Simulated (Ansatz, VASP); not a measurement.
**TiAl in VASP and in Ansatz**

```
Ti Al
1.0
     3.02054    0.00000    0.00000
     0.00000    3.02054    0.00000
     0.00000    0.00000    3.72131
Ti Al
1 1
Direct
  0.00000 0.00000 0.00000
  0.50000 0.50000 0.50000
```

Alike in both runs: task single point; functional PBEsol; k mesh 16 × 16 × 16; occupations gaussian, width 0.15 eV; no spin polarisation.

```csv
,VASP,Ansatz
version,VASP 6.6.1,Ansatz 0.2.0
potentials or method,"VASP PAW PBE potentials, release 64 (Ti_sv, Al), cutoff 520 eV","scalar-relativistic, plane waves, PAW"
valence electrons in the cell,15,15
```

```tsv
	VASP	Ansatz	Ansatz less VASP
gap on the k mesh at the Fermi level (eV)	none	none	-
pressure (GPa)	-7.7	-7.8	-0.08
traceless stress, the component that is largest in VASP (GPa)	5.36	5.37	+0.011
```

VASP's potentials were made for PBE, not for PBEsol, and Ansatz warns of the same on its side. A gap of «none» marks a metal or a gap that the smearing closes.
